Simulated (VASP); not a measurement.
Wanted: the native input for a VASP 6.6.1 run.

```
Task                   : relaxation of cell and atoms
Functional             : PBE
Potentials or basis    : VASP PAW PBE potentials, release 64 (K_sv, I)
Cutoff                 : 600 eV
k mesh                 : 6 × 6 × 6
Occupations            : gaussian, width 0.02 eV
Spin                   : no spin polarisation
Dipole correction      : no
Further INCAR settings : ALGO = Normal; EDIFF = 1e-07; IBRION = 2; EDIFFG = -0.01; NSW = 100; ISIF = 3
```

The structure of KI lies in POSCAR:

```
KI
1.0
    4.6436703514      0.0000000000      0.0000000000
   -2.3218351757      4.0215364912      0.0000000000
    0.0000000000      0.0000000000      4.5291973523
K I
1 1
Direct
    0.0000000000      0.0000000000      0.0000000000
    0.6666666667      0.3333333333      0.5000000000
```

These files were run (other wordings do the same):

INCAR

```
PREC = Accurate
ENCUT = 600
EDIFF = 1E-7
ISMEAR = 0
SIGMA = 0.02
LREAL = False
LASPH = True
NELM = 60
ALGO = Normal
ISIF = 3
LWAVE = False
LCHARG = False
GGA = PE
IBRION = 2
NSW = 100
EDIFFG = -0.01
```

KPOINTS

```
Automatic mesh
0
Gamma
  6 6 6
```

Potentials or basis: VASP PAW PBE potentials, release 64 (K_sv, I).

The run is started by

```bash
$ cat potpaw_PBE.64/K_sv/POTCAR potpaw_PBE.64/I/POTCAR > POTCAR
$ mpirun -np 1 vasp_std > vasp.out
```

It gave:

```json
{
  "Relaxed volume": "46.79 Å³/atom",
  "Relaxed cell": "a = 4.897 Å, b = 4.897 Å, c = 4.505 Å, α = 90.00°, β = 90.00°, γ = 120.00°",
  "Space group after relaxing (to 0.05 Å)": "P-6m2 (No. 187)",
  "Energy gained by relaxing": "19.0 meV/atom",
  "Ionic steps": "8",
  "Pressure after relaxing": "0.0 GPa",
  "Band gap on the k mesh": "3.62 eV, indirect (least direct gap 3.63 eV)"
}
```

Caveat: spin-orbit coupling is left out, which moves the levels of the heavy elements.

Run time: 3.5 min on 1 thread of Intel(R) Xeon(R) Platinum 8375C CPU @ 2.90GHz (Ice Lake) (shared host), peak memory 0.26 GiB.
